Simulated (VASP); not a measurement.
# K2Ir (fluorite type) (Fm-3m) in VASP: further runs

The runs below take K2Ir (fluorite type) through single point, relaxation of cell and atoms, with PBEsol.

Program: VASP 6.6.1. These are calculated values, not measurements. Logs are shortened: lines on timing, memory, paths and dates and some standing lists are left out, and cuts for length are marked.

### Step 1. The cell of the first run

The structure is cubic, space group Fm-3m (No. 225). The conventional cell has a = 7.583 Å, b = 7.583 Å, c = 7.583 Å, α = 90.00°, β = 90.00°, γ = 90.00°. Within 4.3 Å of Ir (site symmetry m-3m) lie 8 K at 3.28 Å. K (site symmetry -43m) has 4 Ir at 3.28 Å and 6 K at 3.79 Å within 4.3 Å.

### Step 2. Single point, PBEsol

Input file INCAR:

```
SYSTEM = K2Ir
ALGO = Normal ; EDIFF = 1E-6
ENCUT = 520 ; GGA = PS
ISIF = 2 ; ISMEAR = -1
LASPH = .TRUE. ; LCHARG = .FALSE.
LREAL = .FALSE. ; LWAVE = .FALSE.
NBANDS = 20 ; NELM = 80
PREC = Accurate ; SIGMA = 0.05
```

Input file KPOINTS:

```
k-points
0
G
  8 8 8
  0 0 0
```

Input file POSCAR:

```
K2Ir
1.0
    0.0000000000      3.7916110522      3.7916110522
    3.7916110522      0.0000000000      3.7916110522
    3.7916110522      3.7916110522      0.0000000000
Ir K
1 2
Direct
    0.0000000000      0.0000000000      0.0000000000
    0.2500000000      0.2500000000      0.2500000000
    0.7500000000      0.7500000000      0.7500000000
```

Potentials or basis: VASP PAW PBE potentials, release 64 (Ir, K_sv).

Command:

```
$ cat potpaw_PBE.64/Ir/POTCAR potpaw_PBE.64/K_sv/POTCAR > POTCAR
$ mpirun -np 1 vasp_std > vasp.out
```

OUTCAR:

```text
SYSTEM = K2Ir
   EDIFF = 1E-6
   ENCUT = 520
   GGA = PS
   ISIF = 2
   ISMEAR = -1
   LASPH = .TRUE.
   LREAL = .FALSE.
   NELM = 80
   PREC = Accurate

 ion  position               nearest neighbor table
   1  0.000  0.000  0.000-   3 3.28   3 3.28   3 3.28   2 3.28   3 3.28   2 3.28   2 3.28   2 3.28

   2  0.250  0.250  0.250-   1 3.28   1 3.28   1 3.28   1 3.28   3 3.79   3 3.79   3 3.79   3 3.79
                             3 3.79   3 3.79
   3  0.750  0.750  0.750-   1 3.28   1 3.28   1 3.28   1 3.28   2 3.79   2 3.79   2 3.79   2 3.79
                             2 3.79   2 3.79

  LATTYP: Found a face centered cubic cell.
 ALAT       =     7.5832221044

  Lattice vectors:

 A1 = (   0.0000000000,   3.7916110522,   3.7916110522)
 A2 = (   3.7916110522,   0.0000000000,   3.7916110522)
 A3 = (   3.7916110522,   3.7916110522,   0.0000000000)

Analysis of symmetry for initial positions (statically):
=====================================================================
 Subroutine PRICEL returns:
 Original cell was already a primitive cell.

 Routine SETGRP: Setting up the symmetry group for a
 face centered cubic supercell.

 Subroutine GETGRP returns: Found 48 space group operations
 (whereof 48 operations were pure point group operations)
 out of a pool of 48 trial point group operations.

The static configuration has the point symmetry O_h .

Analysis of symmetry for dynamics (positions and initial velocities):
=====================================================================
 Subroutine PRICEL returns:
 Original cell was already a primitive cell.

 Routine SETGRP: Setting up the symmetry group for a
 face centered cubic supercell.

 Subroutine GETGRP returns: Found 48 space group operations
 (whereof 48 operations were pure point group operations)
 out of a pool of 48 trial point group operations.

The dynamic configuration has the point symmetry O_h .

 Subroutine INISYM returns: Found 48 space group operations
 (whereof 48 operations are pure point group operations),
 and found     1 'primitive' translations

----------------------------------------------------------------------------------------

                                     Primitive cell

  volume of cell :     109.0188

  direct lattice vectors                    reciprocal lattice vectors
     0.000000000  3.791611052  3.791611052    -0.131870066  0.131870066  0.131870066
     3.791611052  0.000000000  3.791611052     0.131870066 -0.131870066  0.131870066
     3.791611052  3.791611052  0.000000000     0.131870066  0.131870066 -0.131870066

  length of vectors
     5.362147773  5.362147773  5.362147773     0.228405654  0.228405654  0.228405654

  position of ions in fractional coordinates (direct lattice)
     0.000000000  0.000000000  0.000000000
     0.250000000  0.250000000  0.250000000
     0.750000000  0.750000000  0.750000000

  ion indices of the primitive-cell ions
   primitive index   ion index
                 1           1
                 2           2
                 3           3

----------------------------------------------------------------------------------------

 KPOINTS: k-points

Automatic generation of k-mesh.
 Grid dimensions read from file:
 generate k-points for:    8    8    8

 Generating k-lattice:

  Cartesian coordinates                     Fractional coordinates (reciprocal lattice)
    -0.016483758  0.016483758  0.016483758     0.125000000  0.000000000  0.000000000
     0.016483758 -0.016483758  0.016483758     0.000000000  0.125000000  0.000000000
     0.016483758  0.016483758 -0.016483758     0.000000000  0.000000000  0.125000000

  Length of vectors
     0.028550707  0.028550707  0.028550707

  Shift w.r.t. Gamma in fractional coordinates (k-lattice)
     0.000000000  0.000000000  0.000000000

 Subroutine IBZKPT returns following result:
 ===========================================

 Found     29 irreducible k-points:

 Following reciprocal coordinates:
            Coordinates               Weight
  0.000000  0.000000  0.000000      1.000000
  0.125000  0.000000  0.000000      8.000000
  0.250000  0.000000  0.000000      8.000000
  0.375000  0.000000  0.000000      8.000000
  0.500000  0.000000  0.000000      4.000000
  0.125000  0.125000  0.000000      6.000000
[... 16 lines left out ...]
  0.500000  0.250000  0.125000     48.000000
 -0.375000  0.250000  0.125000     24.000000
 [... further k-points ...]
   k-points           NKPTS =     29   k-points in BZ     NKDIM =     29   number of bands    NBANDS=     20
   number of dos      NEDOS =    301   number of ions     NIONS =      3
   total plane-waves  NPLWV =  64000
   dimension x,y,z NGX =    40 NGY =   40 NGZ =   40
   dimension x,y,z NGXF=    80 NGYF=   80 NGZF=   80
   ions per type =               1   2
   NGX,Y,Z   is equivalent  to a cutoff of  12.40, 12.40, 12.40 a.u.
   NGXF,Y,Z  is equivalent  to a cutoff of  24.80, 24.80, 24.80 a.u.
 SYSTEM =  K2Ir
   PREC   = accura    normal or accurate (medium, high low for compatibility)
   ISTART =      0    job   : 0-new  1-cont  2-samecut
   ICHARG =      2    charge: 1-file 2-atom 10-const
   ISPIN  =      1    spin polarized calculation?
   LNONCOLLINEAR =      F non collinear calculations
   LSORBIT =      F    spin-orbit coupling
   LASPH  =      T    aspherical Exc in radial PAW
   ENCUT  =  520.0 eV  38.22 Ry    6.18 a.u.   9.97  9.97  9.97*2*pi/ulx,y,z
   NELM   =     80;   NELMIN=  2; NELMDL= -5     # of ELM steps
   EDIFF  = 0.1E-05   stopping-criterion for ELM
   LREAL  =      F    real-space projection
   EDIFFG = 0.1E-04   stopping-criterion for IOM
   NSW    =      0    number of steps for IOM
   IBRION =     -1    ionic relax: 0-MD 1-quasi-New 2-CG
   NFREE  =      0    steps in history (QN), initial steepest desc. (CG)
   ISIF   =      2    stress and relaxation
   ISYM   =      2    0-nonsym 1-usesym 2-fastsym
   POTIM  = 0.5000    time-step for ionic-motion
   TEBEG  =    0.0;   TEEND  =   0.0 temperature during run
   PSTRESS=    0.0 pullay stress
   NELECT =      27.0000    total number of electrons
   NUPDOWN=      -1.0000    fix difference up-down
   EMIN   =  10.00;   EMAX   =-10.00  energy-range for DOS
   EFERMI =   0.00;   METHOD = LEGACY
   ISMEAR =    -1;   SIGMA  =   0.05  broadening in eV -4-tet -1-fermi 0-gaus
   EFERMI_NEDOS =   21; number of points for ismear=-14 and -15
   IALGO  =     38    algorithm
   IMIX   =      4    mixing-type and parameters
     AMIX     =   0.40;   BMIX     =  1.00
     AMIX_MAG =   1.60;   BMIX_MAG =  1.00
  volume/ion in A,a.u.               =      36.34       245.23
  Fermi-wavevector in a.u.,A,eV,Ry     =   1.028085  1.942799 14.380794  1.056959
  Thomas-Fermi vector in A             =   2.162063
   LORBIT       =      0    0 simple, 1 ext, 2 COOP (PROOUT), +10 PAW based schemes
   GGA     = PS    functional components
   LHFCALC =     F    Hartree Fock is set to
   AEXX    =    0.0000 exact exchange contribution
   IVDW    =     0    specifies the selected vdW correction
   LEPSILON=     F    determine dielectric tensor
   LRPA    =     F    only Hartree local field effects (RPA)
 non-spin polarized calculation
  energy-cutoff  :      520.00
  volume of cell :      109.02
 maximum number of plane-waves:      2954
   NGX = 19   NGY = 19   NGZ = 19

 number of electron      27.0000004 magnetization

 Free energy of the ion-electron system (eV)
  ---------------------------------------------------
  ext. energy  EPLUGINS =         0.00000000
  ---------------------------------------------------
  free energy    TOTEN  =        -8.43744259 eV

  energy without entropy =       -8.30675916  energy(sigma->0) =       -8.37210088

 E-fermi :   0.2482     XC(G=0):  -7.8277

 val. band max:        0.2449559688   @ k =   0.5000   0.3750   0.0000
 cond. band min:       0.2719528623   @ k =   0.5000   0.5000   0.0000
 fundamental gap:      0.0269968934
 Fermi energy:         0.2481754898

 k-point     1 :       0.0000    0.0000    0.0000
  band No.  band energies     occupation
      1     -29.5969      2.00000
      2     -29.5307      2.00000
      3     -13.2763      2.00000
      4     -13.2763      2.00000
      5     -13.2763      2.00000
      6     -13.0522      2.00000
[... 12 lines left out ...]
     19       5.9262      0.00000
     20       5.9262      0.00000

 k-point     2 :       0.1250    0.0000    0.0000
  band No.  band energies     occupation
      1     -29.5942      2.00000
      2     -29.5332      2.00000
      3     -13.2692      2.00000
      4     -13.2683      2.00000
      5     -13.2683      2.00000
      6     -13.0668      2.00000
[... 12 lines left out ...]
     19       5.9067      0.00000
     20       6.1107      0.00000

 k-point     3 :       0.2500    0.0000    0.0000
  band No.  band energies     occupation
      1     -29.5867      2.00000
      2     -29.5401      2.00000
      3     -13.2501      2.00000
      4     -13.2455      2.00000
      5     -13.2455      2.00000
      6     -13.1036      2.00000
[... 12 lines left out ...]
     19       5.8995      0.00000
     20       6.8655      0.00000

 k-point     4 :       0.3750    0.0000    0.0000
  band No.  band energies     occupation
      1     -29.5758      2.00000
      2     -29.5506      2.00000
      3     -13.2235      2.00000
      4     -13.2107      2.00000
      5     -13.2107      2.00000
      6     -13.1475      2.00000
[... 429 lines left out ...]
 k-point    23 :       0.5000    0.2500    0.1250
  band No.  band energies     occupation
      1     -29.5731      2.00000
      2     -29.5530      2.00000
      3     -13.3072      2.00000
      4     -13.2612      2.00000
      5     -13.2168      2.00000
      6     -13.1275      2.00000
[... 12 lines left out ...]
     19       5.9904      0.00000
     20       6.7129      0.00000

 k-point    24 :      -0.3750    0.2500    0.1250
  band No.  band energies     occupation
      1     -29.5631      2.00000
      2     -29.5628      2.00000
      3     -13.3011      2.00000
      4     -13.2871      2.00000
      5     -13.1754      2.00000
      6     -13.1709      2.00000
[... 12 lines left out ...]
     19       6.1475      0.00000
     20       6.5272      0.00000

 [... further k-points ...]

------------------------ aborting loop because EDIFF is reached ----------------------------------------

  FORCE on cell =-STRESS in cart. coord.  units (eV):
  Direction    XX          YY          ZZ          XY          YZ          ZX
  --------------------------------------------------------------------------------------
  -------------------------------------------------------------------------------------
  Total        0.0155585      0.0155585      0.0155585      0.0000000     -0.0000000     -0.0000000
  in kB        0.2286527      0.2286527      0.2286527      0.0000000     -0.0000000     -0.0000000
  external PRESSURE =       0.2286527 kB  Pullay stress =       0.0000000 kB

 VOLUME and BASIS-vectors are now :
 -----------------------------------------------------------------------------
  energy-cutoff  :      520.00
  volume of cell :      109.02
      direct lattice vectors                 reciprocal lattice vectors
     0.000000000  3.791611052  3.791611052    -0.131870066  0.131870066  0.131870066
     3.791611052  0.000000000  3.791611052     0.131870066 -0.131870066  0.131870066
     3.791611052  3.791611052  0.000000000     0.131870066  0.131870066 -0.131870066

 POSITION                                       TOTAL-FORCE (eV/Angst)
 -----------------------------------------------------------------------------------
      0.00000      0.00000      0.00000        -0.000000      0.000000     -0.000000
      1.89581      1.89581      1.89581         0.000000      0.000000      0.000000
      5.68742      5.68742      5.68742        -0.000000     -0.000000     -0.000000
 -----------------------------------------------------------------------------------
    total drift:                               -0.000000     -0.000000      0.000000

  FREE ENERGIE OF THE ION-ELECTRON SYSTEM (eV)
  ---------------------------------------------------
  free  energy   TOTEN  =        -8.4374425888 eV

  energy  without entropy=       -8.3067591632  energy(sigma->0) =       -8.37210088
```

It took 39 s on 1 thread of AMD EPYC 9R45 (Zen 5), shared host; peak memory 0.23 GiB.

What came out:

* Free energy: -8.4374 eV
* Pressure: 0.0 GPa
* Band gap on the k mesh: zero (an odd number of electrons rules out a gap without spin polarisation)

Caveat: the PAW data sets were made with another functional, which shifts forces and pressure a little; spin-orbit coupling is left out, which moves the levels of the heavy elements.

### Step 3. Single point, PBEsol

Input file INCAR:

```
ALGO = Normal
EDIFF = 1E-6
ENCUT = 520
GGA = PS
ISIF = 2
ISMEAR = -1
LASPH = T
LCHARG = F
LREAL = F
LWAVE = F
NBANDS = 20
NELM = 80
PREC = Accurate
SIGMA = 0.05
```

Input file KPOINTS:

```
k-points
0
Gamma
  8 8 8
```

POSCAR is that of step 2.

Potentials or basis: VASP PAW PBE potentials, release 64 (Ir, K_sv).

Command:

```
$ cat potpaw_PBE.64/Ir/POTCAR potpaw_PBE.64/K_sv/POTCAR > POTCAR
$ mpirun -np 1 vasp_std > vasp.out
```

It took 39 s on 1 thread of AMD EPYC 9R45 (Zen 5), shared host; peak memory 0.23 GiB.

The run converged. Its results:

* Free energy: -8.4374 eV
* Pressure: 0.0 GPa
* Band gap on the k mesh: zero (an odd number of electrons rules out a gap without spin polarisation)

Levels at points of the mesh, in eV from the Fermi level:
```
           k point  band 12  band 13  band 14  band 15  band 16  band 17
(0.00, 0.00, 0.00)    -0.07    -0.07    -0.07     3.12     3.12     3.12
(0.50, 0.00, 0.00)    -0.17    -0.07    -0.07     0.94     3.75     3.75
(0.50, 0.50, 0.00)    -0.05    -0.05     0.02     1.16     3.55     3.73
```

Caveat: the PAW data sets were made with another functional, which shifts forces and pressure a little; spin-orbit coupling is left out, which moves the levels of the heavy elements.

### Step 4. Relaxation of cell and atoms, PBEsol

Input file INCAR:

```
SYSTEM = K2Ir
  ALGO = Normal
  EDIFF = 1E-6
  EDIFFG = -0.005
  ENCUT = 600
  GGA = PS
  IBRION = 2
  ISIF = 3
  ISMEAR = -1
  LASPH = .TRUE.
  LCHARG = .FALSE.
  LREAL = .FALSE.
  LWAVE = .FALSE.
  NELM = 80
  NSW = 32
  PREC = Accurate
  SIGMA = 0.05
```

Input file KPOINTS:

```
k-points
0
G
  8 8 8
  0 0 0
```

POSCAR is that of step 3.

Command:

```
$ cat potpaw_PBE.64/Ir/POTCAR potpaw_PBE.64/K_sv/POTCAR > POTCAR
$ mpirun -np 1 vasp_std > vasp.out
```

It took 2.6 min on 1 thread of AMD EPYC 9R45 (Zen 5), shared host; peak memory 0.34 GiB.

The run converged. Its results:

| Item | Value |
| --- | --- |
| Free energy | -8.4373 eV |
| Relaxed volume | 36.48 Å³/atom |
| Relaxed cell | a = 5.369 Å, b = 5.369 Å, c = 5.369 Å, α = 60.00°, β = 60.00°, γ = 60.00° |
| Space group after relaxing (to 0.1 Å) | Fm-3m (No. 225) |
| Energy gained by relaxing | 0.0 meV/atom |
| Ionic steps | 4 |
| Pressure after relaxing | 0.0 GPa |
| Band gap on the k mesh | zero (an odd number of electrons rules out a gap without spin polarisation) |

Final structure:
```
Ir K
1.0
     0.00000    3.79661    3.79661
     3.79661    0.00000    3.79661
     3.79661    3.79661    0.00000
Ir K
1 2
Direct
  0.00000 0.00000 0.00000
  0.25000 0.25000 0.25000
  0.75000 0.75000 0.75000
```

Levels at points of the mesh, in eV from the Fermi level:
```tsv
k point	band 11	band 12	band 13	band 14	band 15	band 16	band 17
(0.00, 0.00, 0.00)	-0.22	-0.07	-0.07	-0.07	3.12	3.12	3.12
(0.50, 0.00, 0.00)	-0.17	-0.17	-0.07	-0.07	0.93	3.74	3.74
(0.50, 0.50, 0.00)	-0.39	-0.05	-0.05	0.02	1.16	3.54	3.71
```

Caveat: the PAW data sets were made with another functional, which shifts forces and pressure a little; spin-orbit coupling is left out, which moves the levels of the heavy elements.

(Part 1 of 2 ends here.)

The gap in the log of VASP goes by the Fermi energy; the results here count the filled bands.